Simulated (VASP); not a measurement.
# PtSe2 in VASP: further runs

The runs below take PtSe2 through single point, with PBE.

All numbers are computed with VASP 6.6.1; they aren't measurements. Logs are shortened: lines on timing, memory, paths and dates and some standing lists are left out, and cuts for length are marked.

**1. The cell of the first run**

The cell holds a slab with vacuum, 6 atoms: a = 5.062 Å, b = 3.724 Å, c = 11.375 Å, α = 90.00°, β = 90.00°, γ = 90.00°.

**2. Single point, PBE**

File INCAR:

```
  PREC = Accurate
  ENCUT = 520
  EDIFF = 1E-6
  ISMEAR = 0
  SIGMA = 0.05
  LREAL = F
  LASPH = T
  NELM = 60
  ALGO = Normal
  ISIF = 2
  LWAVE = F
  LCHARG = T
  LDIPOL = T
  IDIPOL = 3
  DIPOL = 0.5 0.5 0.500
  GGA = PE
  LELF = T
  LVHAR = T
  LVACPOTAV = T
  NBANDS = 31
```

File KPOINTS:

```
regular mesh
0
Gamma
  4 5 1
```

File POSCAR:

```
PtSe2
1.0
    5.0620000000      0.0000000000      0.0000000000
    0.0000000000      3.7240000000      0.0000000000
    0.0000000000      0.0000000000     11.3751310000
Pt Se
2 4
Direct
    0.0000000000      0.0000000000      0.2637332265
    0.0000000000      0.5000000000      0.5472533547
    0.2500000000      0.0000000000      0.4527466453
    0.7500000000      0.5000000000      0.3582399359
    0.2500000000      0.5000000000      0.7362667735
    0.7500000000      0.0000000000      0.6417600641
```

Potentials or basis: VASP PAW PBE potentials, release 64 (Pt, Se).

Started as:

```
cat potpaw_PBE.64/Pt/POTCAR potpaw_PBE.64/Se/POTCAR > POTCAR
mpirun -np 1 vasp_std > vasp.out
```

OUTCAR:

```text
PREC = Accurate
   ENCUT = 520
   EDIFF = 1E-6
   ISMEAR = 0
   LREAL = F
   LASPH = T
   NELM = 60
   ISIF = 2
   GGA = PE

 ion  position               nearest neighbor table
   1  0.000  0.000  0.264-   3 2.49   4 2.49   4 2.49
   2  0.000  0.500  0.547-   4 2.49   5 2.49   3 2.49   3 2.49   6 2.49   6 2.49
   3  0.250  0.000  0.453-   1 2.49   2 2.49   2 2.49
   4  0.750  0.500  0.358-   2 2.49   1 2.49   1 2.49
   5  0.250  0.500  0.736-   2 2.49
   6  0.750  0.000  0.642-   2 2.49   2 2.49

  LATTYP: Found a simple orthorhombic cell.
 ALAT       =     3.7240000000
 B/A-ratio  =     1.3592910849
 C/A-ratio  =     3.0545464554

  Lattice vectors:

 A1 = (   0.0000000000,  -3.7240000000,   0.0000000000)
 A2 = (   5.0620000000,   0.0000000000,   0.0000000000)
 A3 = (   0.0000000000,   0.0000000000,  11.3751310000)

Analysis of symmetry for initial positions (statically):
=====================================================================
 Subroutine PRICEL returns:
 Original cell was already a primitive cell.

 Routine SETGRP: Setting up the symmetry group for a
 simple orthorhombic supercell.

 Subroutine GETGRP returns: Found  2 space group operations
 (whereof  2 operations were pure point group operations)
 out of a pool of  8 trial point group operations.

The static configuration has the point symmetry C_1h.

Analysis of symmetry for dynamics (positions and initial velocities):
=====================================================================
 Subroutine PRICEL returns:
 Original cell was already a primitive cell.

 Routine SETGRP: Setting up the symmetry group for a
 simple orthorhombic supercell.

 Subroutine GETGRP returns: Found  2 space group operations
 (whereof  2 operations were pure point group operations)
 out of a pool of  8 trial point group operations.

The dynamic configuration has the point symmetry C_1h.

 Subroutine INISYM returns: Found  2 space group operations
 (whereof  2 operations are pure point group operations),
 and found     1 'primitive' translations

----------------------------------------------------------------------------------------

                                     Primitive cell

  volume of cell :     214.4313

  direct lattice vectors                    reciprocal lattice vectors
     5.062000000  0.000000000  0.000000000     0.197550375  0.000000000  0.000000000
     0.000000000  3.724000000  0.000000000     0.000000000  0.268528464  0.000000000
     0.000000000  0.000000000 11.375131000     0.000000000  0.000000000  0.087911075

  length of vectors
     5.062000000  3.724000000 11.375131000     0.197550375  0.268528464  0.087911075

  position of ions in fractional coordinates (direct lattice)
     0.000000000  0.000000000  0.263733227
     0.000000000  0.500000000  0.547253355
     0.250000000  0.000000000  0.452746645
     0.750000000  0.500000000  0.358239936
     0.250000000  0.500000000  0.736266773
     0.750000000  0.000000000  0.641760064

  ion indices of the primitive-cell ions
   primitive index   ion index
                 1           1
                 2           2
                 3           3
                 4           4
                 5           5
                 6           6

----------------------------------------------------------------------------------------

 KPOINTS: regular mesh

Automatic generation of k-mesh.
 Grid dimensions read from file:
 generate k-points for:    4    5    1

 Generating k-lattice:

  Cartesian coordinates                     Fractional coordinates (reciprocal lattice)
     0.049387594  0.000000000  0.000000000     0.250000000  0.000000000  0.000000000
     0.000000000  0.053705693  0.000000000     0.000000000  0.200000000  0.000000000
     0.000000000  0.000000000  0.087911075     0.000000000  0.000000000  1.000000000

  Length of vectors
     0.049387594  0.053705693  0.087911075

  Shift w.r.t. Gamma in fractional coordinates (k-lattice)
     0.000000000  0.000000000  0.000000000

 Subroutine IBZKPT returns following result:
 ===========================================

 Found      9 irreducible k-points:

 Following reciprocal coordinates:
            Coordinates               Weight
  0.000000  0.000000  0.000000      1.000000
  0.250000  0.000000  0.000000      2.000000
  0.500000  0.000000  0.000000      1.000000
  0.000000  0.200000  0.000000      2.000000
  0.250000  0.200000  0.000000      4.000000
  0.500000  0.200000  0.000000      2.000000
  0.000000  0.400000  0.000000      2.000000
  0.250000  0.400000  0.000000      4.000000
  0.500000  0.400000  0.000000      2.000000
   k-points           NKPTS =      9   k-points in BZ     NKDIM =      9   number of bands    NBANDS=     31
   number of dos      NEDOS =    301   number of ions     NIONS =      6
   total plane-waves  NPLWV = 100800
   dimension x,y,z NGX =    40 NGY =   28 NGZ =   90
   dimension x,y,z NGXF=    80 NGYF=   56 NGZF=  180
   ions per type =               2   4
   NGX,Y,Z   is equivalent  to a cutoff of  13.14, 12.50, 13.15 a.u.
   NGXF,Y,Z  is equivalent  to a cutoff of  26.27, 25.00, 26.31 a.u.
 SYSTEM =  unknown system
   PREC   = accura    normal or accurate (medium, high low for compatibility)
   ISTART =      0    job   : 0-new  1-cont  2-samecut
   ICHARG =      2    charge: 1-file 2-atom 10-const
   ISPIN  =      1    spin polarized calculation?
   LNONCOLLINEAR =      F non collinear calculations
   LSORBIT =      F    spin-orbit coupling
   LASPH  =      T    aspherical Exc in radial PAW
   ENCUT  =  520.0 eV  38.22 Ry    6.18 a.u.   9.41  6.92 21.15*2*pi/ulx,y,z
   NELM   =     60;   NELMIN=  2; NELMDL= -5     # of ELM steps
   EDIFF  = 0.1E-05   stopping-criterion for ELM
   LREAL  =      F    real-space projection
   EDIFFG = 0.1E-04   stopping-criterion for IOM
   NSW    =      0    number of steps for IOM
   IBRION =     -1    ionic relax: 0-MD 1-quasi-New 2-CG
   NFREE  =      0    steps in history (QN), initial steepest desc. (CG)
   ISIF   =      2    stress and relaxation
   ISYM   =      2    0-nonsym 1-usesym 2-fastsym
   POTIM  = 0.5000    time-step for ionic-motion
   TEBEG  =    0.0;   TEEND  =   0.0 temperature during run
   PSTRESS=    0.0 pullay stress
   NELECT =      44.0000    total number of electrons
   NUPDOWN=      -1.0000    fix difference up-down
   EMIN   =  10.00;   EMAX   =-10.00  energy-range for DOS
   EFERMI =   0.00;   METHOD = LEGACY
   ISMEAR =     0;   SIGMA  =   0.05  broadening in eV -4-tet -1-fermi 0-gaus
   EFERMI_NEDOS =   21; number of points for ismear=-14 and -15
   IALGO  =     38    algorithm
   IMIX   =      4    mixing-type and parameters
     AMIX     =   0.40;   BMIX     =  1.00
     AMIX_MAG =   1.60;   BMIX_MAG =  1.00
  volume/ion in A,a.u.               =      35.74       241.18
  Fermi-wavevector in a.u.,A,eV,Ry     =   0.965598  1.824715 12.685791  0.932379
  Thomas-Fermi vector in A             =   2.095328
   LORBIT       =      0    0 simple, 1 ext, 2 COOP (PROOUT), +10 PAW based schemes
   GGA     = PE    functional components
   LHFCALC =     F    Hartree Fock is set to
   AEXX    =    0.0000 exact exchange contribution
   IVDW    =     0    specifies the selected vdW correction
   LEPSILON=     F    determine dielectric tensor
   LRPA    =     F    only Hartree local field effects (RPA)
 non-spin polarized calculation
 Gauss-broadening in eV      SIGMA  =   0.05
  energy-cutoff  :      520.00
  volume of cell :      214.43
 maximum number of plane-waves:      5812
 NGX is ok and might be reduce to    40
   NGX = 19   NGY = 13   NGZ = 43

 number of electron      44.0000001 magnetization

 dipolmoment           0.000000      0.000000      0.153420 electrons x Angstroem

 Free energy of the ion-electron system (eV)
  ---------------------------------------------------
  ext. energy  EPLUGINS =         0.00000000
  ---------------------------------------------------
  free energy    TOTEN  =       -24.96866130 eV

  energy without entropy =      -24.96153944  energy(sigma->0) =      -24.96510037

 E-fermi :   1.1979     XC(G=0):  -7.3247

 val. band max:        1.1519239015   @ k =   0.2500   0.0000   0.0000
 cond. band min:       1.2073913675   @ k =   0.5000   0.0000   0.0000
 fundamental gap:      0.0554674660
 Fermi energy:         1.1979441189

 k-point     1 :       0.0000    0.0000    0.0000
  band No.  band energies     occupation
      1     -13.6709      2.00000
      2     -12.3038      2.00000
      3     -11.6911      2.00000
      4     -10.5017      2.00000
      5      -4.9997      2.00000
      6      -4.5434      2.00000
[... 23 lines left out ...]
     30       6.8954      0.00000
     31       7.4189      0.00000

 k-point     2 :       0.2500    0.0000    0.0000
  band No.  band energies     occupation
      1     -13.4725      2.00000
      2     -12.3277      2.00000
      3     -11.8093      2.00000
      4     -10.7424      2.00000
      5      -4.9612      2.00000
      6      -4.5153      2.00000
[... 23 lines left out ...]
     30       6.9680      0.00000
     31       7.1565      0.00000

 k-point     3 :       0.5000    0.0000    0.0000
  band No.  band energies     occupation
      1     -13.1315      2.00000
      2     -12.5902      2.00000
      3     -11.8138      2.00000
      4     -10.9829      2.00000
      5      -5.0899      2.00000
      6      -4.4878      2.00000
[... 23 lines left out ...]
     30       6.9784      0.00000
     31       7.4007      0.00000

 k-point     4 :       0.0000    0.2000    0.0000
  band No.  band energies     occupation
      1     -13.4012      2.00000
      2     -12.1667      2.00000
      3     -11.7150      2.00000
      4     -10.5289      2.00000
      5      -4.6367      2.00000
      6      -4.3762      2.00000
[... 23 lines left out ...]
     30       7.1830      0.00000
     31       7.6208      0.00000

 k-point     5 :       0.2500    0.2000    0.0000
  band No.  band energies     occupation
      1     -13.2223      2.00000
      2     -12.2255      2.00000
      3     -11.7725      2.00000
      4     -10.6970      2.00000
      5      -4.7951      2.00000
      6      -4.4896      2.00000
[... 23 lines left out ...]
     30       7.3627      0.00000
     31       7.8830      0.00000

 k-point     6 :       0.5000    0.2000    0.0000
  band No.  band energies     occupation
      1     -12.9106      2.00000
      2     -12.4867      2.00000
      3     -11.7499      2.00000
      4     -10.8699      2.00000
      5      -4.8812      2.00000
      6      -4.5546      2.00000
[... 23 lines left out ...]
     30       7.4696      0.00000
     31       7.8734      0.00000

 k-point     7 :       0.0000    0.4000    0.0000
  band No.  band energies     occupation
      1     -12.7652      2.00000
      2     -12.2088      2.00000
      3     -11.5789      2.00000
      4     -10.6456      2.00000
      5      -5.0128      2.00000
      6      -4.6283      2.00000
[... 23 lines left out ...]
     30       7.4724      0.00000
     31       8.1692      0.00000

 k-point     8 :       0.2500    0.4000    0.0000
  band No.  band energies     occupation
      1     -12.6684      2.00000
      2     -12.2557      2.00000
      3     -11.5658      2.00000
      4     -10.6602      2.00000
      5      -5.1329      2.00000
      6      -4.8551      2.00000
[... 23 lines left out ...]
     30       7.0641      0.00000
     31       7.7801      0.00000

 k-point     9 :       0.5000    0.4000    0.0000
  band No.  band energies     occupation
      1     -12.5074      2.00000
      2     -12.3670      2.00000
      3     -11.5521      2.00000
      4     -10.6760      2.00000
      5      -5.2194      2.00000
      6      -5.0910      2.00000
[... 23 lines left out ...]
     30       6.9766      0.00000
     31       7.7560      0.00000

------------------------ aborting loop because EDIFF is reached ----------------------------------------

  FORCE on cell =-STRESS in cart. coord.  units (eV):
  Direction    XX          YY          ZZ          XY          YZ          ZX
  --------------------------------------------------------------------------------------
  -------------------------------------------------------------------------------------
  Total       -1.3462648     -0.6651611     -1.7232853      0.0000000      0.0000000     -0.5724184
  in kB      -10.0589545     -4.9699175    -12.8759579      0.0000000      0.0000000     -4.2769676
  external PRESSURE =      -9.3016099 kB  Pullay stress =       0.0000000 kB

 VOLUME and BASIS-vectors are now :
 -----------------------------------------------------------------------------
  energy-cutoff  :      520.00
  volume of cell :      214.43
      direct lattice vectors                 reciprocal lattice vectors
     5.062000000  0.000000000  0.000000000     0.197550375  0.000000000  0.000000000
     0.000000000  3.724000000  0.000000000     0.000000000  0.268528464  0.000000000
     0.000000000  0.000000000 11.375131000     0.000000000  0.000000000  0.087911075

 POSITION                                       TOTAL-FORCE (eV/Angst)
 -----------------------------------------------------------------------------------
      0.00000      0.00000      3.00000        -0.904188      0.000000      1.354872
      0.00000      1.86200      6.22508         0.304262      0.000000      0.228052
      1.26550      0.00000      5.15005         1.037260      0.000000     -0.058411
      3.79650      1.86200      4.07503         0.547225      0.000000     -1.417046
      1.26550      1.86200      8.37513        -0.095638      0.000000     -0.346419
      3.79650      0.00000      7.30010        -0.888921      0.000000      0.238952
 -----------------------------------------------------------------------------------
    total drift:                               -0.000466     -0.000000      0.012980

  FREE ENERGIE OF THE ION-ELECTRON SYSTEM (eV)
  ---------------------------------------------------
  free  energy   TOTEN  =       -24.9686613047 eV

  energy  without entropy=      -24.9615394359  energy(sigma->0) =      -24.96510037
```

Wall time 97 s (1 thread of Intel Xeon Platinum 8259CL at 2.50GHz (Skylake/Cascade Lake), shared host); peak memory 0.32 GiB.

What came out:

```
Free energy            : -24.9687 eV
Largest force          : 1.629 eV/Å
Band gap on the k mesh : zero (bands 22 and 23 overlap by 0.94 eV)
```

Forces on the atoms (eV/Å):
```
Pt  -0.904  0.000  1.355
Pt   0.304  0.000  0.228
Se   1.037  0.000 -0.058
Se   0.547  0.000 -1.417
Se  -0.096  0.000 -0.346
Se  -0.889  0.000  0.239
```

Caveat: spin-orbit coupling is left out, which moves the levels of the heavy elements.

**3. Single point, PBE**

This run uses another cell than the first one.

File INCAR:

```
PREC = Accurate
ENCUT = 520
EDIFF = 1E-6
ISMEAR = 0
SIGMA = 0.05
LREAL = F
LASPH = T
NELM = 80
ALGO = Normal
ISIF = 2
LWAVE = F
LCHARG = F
LDIPOL = T
IDIPOL = 3
DIPOL = 0.5 0.5 0.500
GGA = PE
NBANDS = 31
```

File KPOINTS:

```
Automatic mesh
0
Gamma
  4 5 1
```

File POSCAR:

```
PtSe2
1.0
    5.0620000000      0.0000000000      0.0000000000
    0.0000000000      3.7240000000      0.0000000000
    0.0000000000      0.0000000000     13.3751310000
Pt Se
2 4
Direct
    0.0000000000      0.0000000000      0.2990624914
    0.0000000000      0.5000000000      0.5401875017
    0.2500000000      0.0000000000      0.4598124983
    0.7500000000      0.5000000000      0.3794374949
    0.2500000000      0.5000000000      0.7009375086
    0.7500000000      0.0000000000      0.6205625051
```

Potentials or basis: VASP PAW PBE potentials, release 64 (Pt, Se).

Started as:

```
cat potpaw_PBE.64/Pt/POTCAR potpaw_PBE.64/Se/POTCAR > POTCAR
mpirun -np 1 vasp_std > vasp.out
```

It took 98 s on 1 thread of Intel Xeon Platinum 8259CL at 2.50GHz (Skylake/Cascade Lake), shared host; peak memory 0.34 GiB.

The run converged. Its results:

```
Free energy            : -24.9727 eV
Largest force          : 1.630 eV/Å
Band gap on the k mesh : zero (bands 22 and 23 overlap by 0.93 eV)
```

Forces in eV/Å, atoms in the order of the input:
```
Pt  -0.902  0.000  1.357
Pt   0.303  0.000  0.222
Se   1.039  0.000 -0.065
Se   0.545  0.000 -1.416
Se  -0.105  0.000 -0.353
Se  -0.880  0.000  0.255
```

Levels at points of the mesh, in eV from the Fermi level:
| k point | band 19 | band 20 | band 21 | band 22 | band 23 | band 24 | band 25 | band 26 |
| --- | --- | --- | --- | --- | --- | --- | --- | --- |
| (0.00, 0.00, 0.00) | -1.65 | -1.04 | 0.03 | 0.56 | 0.91 | 0.95 | 1.16 | 1.91 |
| (0.50, 0.00, 0.00) | -1.30 | -0.62 | 0.00 | 0.34 | 0.46 | 0.81 | 1.21 | 1.71 |

Caveat: spin-orbit coupling is left out, which moves the levels of the heavy elements.

The gap in the log of VASP goes by the Fermi energy; the results here count the filled bands.